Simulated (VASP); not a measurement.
# AlO (P4/nmm) in VASP: further runs, part 3 of 3

VASP 6.6.1. The steps go on from the part before.

### 7 Relaxation of cell and atoms, PBE

This run uses another cell than the first one, of 12.92 Å³/atom, 1.098 times its volume.

Contents of INCAR:

```
PREC = Accurate
ENCUT = 600
EDIFF = 1E-6
ISMEAR = 0
SIGMA = 0.1
LREAL = F
LASPH = T
NELM = 100
ALGO = Normal
ISIF = 3
LWAVE = F
LCHARG = F
GGA = PE
IBRION = 2
NSW = 100
EDIFFG = -0.01
```

Contents of KPOINTS:

```
regular mesh
0
Gamma
  14 14 10
```

Contents of POSCAR:

```
AlO
1.0
    3.4506134632      0.0000000000      0.0000000000
    0.0000000000      3.4506134632      0.0000000000
    0.0000000000      0.0000000000      4.3390161200
Al O
2 2
Direct
    0.0000000000      0.5000000000      0.1922366235
    0.5000000000      0.0000000000      0.8077633765
    0.0000000000      0.0000000000      0.0000000000
    0.5000000000      0.5000000000      0.0000000000
```

Potentials or basis: VASP PAW PBE potentials, release 64 (Al, O).

Run with:

```sh
cat potpaw_PBE.64/Al/POTCAR potpaw_PBE.64/O/POTCAR > POTCAR
mpirun -np 1 vasp_std > vasp.out
```

OUTCAR:

```text
PREC = Accurate
   ENCUT = 600
   EDIFF = 1E-6
   ISMEAR = 0
   LREAL = F
   LASPH = T
   NELM = 100
   ISIF = 3
   GGA = PE
   IBRION = 2
   NSW = 100
   EDIFFG = -0.01

 ion  position               nearest neighbor table
   1  0.000  0.500  0.192-   3 1.92   4 1.92   3 1.92   4 1.92   2 2.96   2 2.96   2 2.96   2 2.96

   2  0.500  0.000  0.808-   3 1.92   4 1.92   4 1.92   3 1.92   1 2.96   1 2.96   1 2.96   1 2.96

   3  0.000  0.000  0.000-   1 1.92   2 1.92   1 1.92   2 1.92
   4  0.500  0.500  0.000-   1 1.92   2 1.92   2 1.92   1 1.92

  LATTYP: Found a simple tetragonal cell.
 ALAT       =     3.4506134632
 C/A-ratio  =     1.2574622357

  Lattice vectors:

 A1 = (   3.4506134632,   0.0000000000,   0.0000000000)
 A2 = (   0.0000000000,   3.4506134632,   0.0000000000)
 A3 = (   0.0000000000,   0.0000000000,   4.3390161200)

Analysis of symmetry for initial positions (statically):
=====================================================================
 Subroutine PRICEL returns:
 Original cell was already a primitive cell.

[... 233 lines left out ...]
  band No.  band energies     occupation
      1     -15.5934      2.00000
      2     -12.6086      2.00000
      3      -1.7511      2.00000
      4      -1.7511      2.00000
      5      -1.1682      2.00000
      6       1.8770      2.00000
      7       2.0330      2.00000
      8       2.6268      2.00000
      9       2.6268      2.00000
     10       9.6640      0.00000
     11      12.4292      0.00000
     12      12.5724      0.00000
     13      13.4993      0.00000
[... 354 lines left out ...]
  band No.  band energies     occupation
      1     -14.6239      2.00000
      2     -13.5844      2.00000
      3      -2.7037      2.00000
      4      -1.4609      2.00000
      5      -0.0588      2.00000
      6       0.9966      2.00000
      7       1.0226      2.00000
      8       2.6175      2.00000
      9       4.3930      2.00000
     10       7.5153      0.00000
     11      10.6571      0.00000
     12      12.2020      0.00000
     13      13.0609      0.00000

 [... further k-points ...]
[... 5 lines left out ...]
  --------------------------------------------------------------------------------------
  -------------------------------------------------------------------------------------
  Total        0.0266024      0.0266024      0.0255727      0.0000000      0.0000000     -0.0000000
  in kB        0.8252290      0.8252290      0.7932862      0.0000000      0.0000000     -0.0000000
  external PRESSURE =       0.8145814 kB  Pullay stress =       0.0000000 kB

 VOLUME and BASIS-vectors are now :
 -----------------------------------------------------------------------------
  energy-cutoff  :      600.00
  volume of cell :       51.65
      direct lattice vectors                 reciprocal lattice vectors
     3.450106021  0.000000000  0.000000000     0.289846165 -0.000000000 -0.000000000
     0.000000000  3.450106021 -0.000000000     0.000000000  0.289846165  0.000000000
     0.000000000 -0.000000000  4.339030515     0.000000000  0.000000000  0.230466229

 POSITION                                       TOTAL-FORCE (eV/Angst)
 -----------------------------------------------------------------------------------
      0.00000      1.72505      0.83319         0.000000     -0.000000      0.000679
      1.72505      3.45011      3.50584        -0.000000      0.000000     -0.000679
      0.00000      3.45011     -0.00000        -0.000000      0.000000      0.000000
      1.72505      1.72505     -0.00000         0.000000     -0.000000      0.000000
 -----------------------------------------------------------------------------------
    total drift:                                0.000000      0.000000     -0.000000

  FREE ENERGIE OF THE ION-ELECTRON SYSTEM (eV)
  ---------------------------------------------------
  free  energy   TOTEN  =       -25.1441121787 eV

  energy  without entropy=      -25.1380257484  energy(sigma->0) =      -25.14106896

 reached required accuracy - stopping structural energy minimisation
```

OSZICAR:

```text
N       E                     dE             d eps       ncg     rms          rms(c)
DAV:   1     0.812876029109E+02    0.81288E+02   -0.91643E+03  5616   0.137E+03
DAV:   2    -0.226113057732E+02   -0.10390E+03   -0.97501E+02  7750   0.241E+02
DAV:   3    -0.289810828910E+02   -0.63698E+01   -0.63064E+01  7051   0.660E+01
DAV:   4    -0.290340010398E+02   -0.52918E-01   -0.52885E-01  6706   0.680E+00
DAV:   5    -0.290347377063E+02   -0.73667E-03   -0.73660E-03  7156   0.790E-01    0.113E+01
DAV:   6    -0.251855831699E+02    0.38492E+01   -0.16204E+01  6491   0.332E+01    0.384E+00
DAV:   7    -0.251670322333E+02    0.18551E-01   -0.44551E-01  6451   0.499E+00    0.205E+00
DAV:   8    -0.251436552703E+02    0.23377E-01   -0.73456E-02  7121   0.274E+00    0.462E-01
DAV:   9    -0.251438035269E+02   -0.14826E-03   -0.13283E-02  7236   0.935E-01    0.174E-01
DAV:  10    -0.251441108231E+02   -0.30730E-03   -0.11129E-03  6251   0.275E-01    0.538E-02
DAV:  11    -0.251440963285E+02    0.14495E-04   -0.13656E-04  6706   0.107E-01    0.135E-02
DAV:  12    -0.251440992380E+02   -0.29095E-05   -0.19536E-05  6963   0.381E-02    0.103E-02
DAV:  13    -0.251440971044E+02    0.21337E-05   -0.11806E-05  6736   0.291E-02    0.119E-03
DAV:  14    -0.251440970880E+02    0.16419E-07   -0.30900E-07  3238   0.504E-03
   1 F= -.25144097E+02 E0= -.25141051E+02  d E =-.251441E+02
       N       E                     dE             d eps       ncg     rms          rms(c)
DAV:   1    -0.251441172620E+02   -0.20158E-04   -0.49240E-04  6071   0.203E-01    0.192E-02
DAV:   2    -0.251441122247E+02    0.50374E-05   -0.31086E-05  7081   0.466E-02    0.531E-03
DAV:   3    -0.251441121787E+02    0.45993E-07   -0.61415E-07  3789   0.815E-03
   2 F= -.25144112E+02 E0= -.25141069E+02  d E =-.150907E-04
```

CONTCAR:

```text
AlO
   1.00000000000000
     3.4501060213948613    0.0000000000000000    0.0000000000000000
     0.0000000000000000    3.4501060213948613   -0.0000000000000000
     0.0000000000000000   -0.0000000000000000    4.3390305154644988
  Al              O
     2     2
Direct
     0.0000000000000000    0.5000000000000000    0.1920213303612428
     0.5000000000000000    1.0000000000000000    0.8079786696387572
     0.0000000000000000    1.0000000000000000    0.0000000000000000
     0.5000000000000000    0.5000000000000000    0.0000000000000000

  0.00000000E+00  0.00000000E+00  0.00000000E+00
  0.00000000E+00  0.00000000E+00  0.00000000E+00
  0.00000000E+00  0.00000000E+00  0.00000000E+00
  0.00000000E+00  0.00000000E+00  0.00000000E+00
```

Run time: 84 s. Hardware: 1 thread of AMD EPYC 9R45 (Zen 5), shared host; peak memory 0.26 GiB.

What came out:

| Item | Value |
| --- | --- |
| Free energy | -25.1441 eV |
| Relaxed volume | 12.91 Å³/atom |
| Relaxed cell | a = 3.450 Å, b = 3.450 Å, c = 4.339 Å, α = 90.00°, β = 90.00°, γ = 90.00° |
| Space group after relaxing (to 0.05 Å) | P4/nmm (No. 129) |
| Energy gained by relaxing | 0.0 meV/atom |
| Ionic steps | 2 |
| Pressure after relaxing | 0.1 GPa |
| Band gap on the k mesh | zero (band 9 reaches 7.56 eV, above the bottom of band 10 at 5.32 eV) |

Final structure:
```
CELL_PARAMETERS angstrom
3.45011 0.00000 0.00000
0.00000 3.45011 0.00000
0.00000 0.00000 4.33903
ATOMIC_POSITIONS crystal
Al 0.00000 0.50000 0.19202
Al 0.50000 0.00000 0.80798
O 0.00000 0.00000 0.00000
O 0.50000 0.50000 0.00000
```

Levels at points of the mesh, in eV from the Fermi level:
| k point | band 5 | band 6 | band 7 | band 8 | band 9 | band 10 | band 11 | band 12 | band 13 |
| --- | --- | --- | --- | --- | --- | --- | --- | --- | --- |
| (0.00, 0.00, 0.00) | -7.51 | -4.46 | -4.31 | -3.72 | -3.72 | 3.32 | 6.09 | 6.23 | 7.16 |
| (0.50, 0.00, 0.00) | -6.27 | -6.27 | -5.94 | -5.94 | -1.02 | -1.02 | 6.62 | 6.62 | 8.72 |
| (0.50, 0.50, 0.00) | -5.62 | -5.62 | -3.09 | -3.09 | 1.22 | 1.22 | 2.03 | 2.03 | 5.79 |
| (0.00, 0.00, 0.50) | -8.06 | -4.61 | -3.71 | -3.71 | -1.01 | 1.91 | 4.46 | 5.33 | 5.33 |
| (0.50, 0.00, 0.50) | -6.53 | -6.53 | -6.25 | -6.25 | 0.24 | 0.24 | 5.83 | 5.83 | 8.04 |
| (0.50, 0.50, 0.50) | -6.04 | -6.04 | -3.08 | -3.08 | -0.12 | -0.12 | 4.19 | 4.19 | 7.62 |

### 8 Overview

| task | spin | cell | k mesh | cutoff (eV) | gap on the mesh (eV) | pressure (GPa) | relaxed volume (Å³/atom) | largest force (eV/Å) |
| --- | --- | --- | --- | --- | --- | --- | --- | --- |
| single point | off | a = 3.339, b = 3.339, c = 4.220 Å, 4 atoms | 6 × 6 × 4 | 520 | none | 2.4 | - | 2.82 |
| single point | off | a = 3.451, b = 3.451, c = 4.339 Å, 4 atoms | 6 × 6 × 4 | 520 | none | 0.1 | - | 0.01 |
| relaxation of cell and atoms | off | relaxed from a = 3.339, b = 3.339, c = 4.220 Å, 4 atoms | 6 × 6 × 4 | 600 | none | -0.4 | 12.96 | 0.02 |
| single point | collinear, ferromagnetic start | a = 3.339, b = 3.339, c = 4.220 Å, 4 atoms | 6 × 6 × 4 | 520 | none | 2.4 | - | 2.82 |
| single point | off | a = 3.451, b = 3.451, c = 4.353 Å, 4 atoms | 14 × 14 × 10 | 520 | none | 0.0 | - | 0.01 |
| relaxation of cell and atoms | off | relaxed from a = 3.451, b = 3.451, c = 4.339 Å, 4 atoms | 14 × 14 × 10 | 600 | none | 0.1 | 12.91 | - |

Alike in all rows: level PBE; potentials or basis VASP PAW PBE potentials, release 64 (Al, O); smearing gaussian 0.1 eV.

Caveats: some runs use coarse meshes; forces of over 1 eV/Å act on the atoms, so gaps and moduli don't describe the material at rest (some runs).

Absolute energies hang on the potentials; compare differences alone.
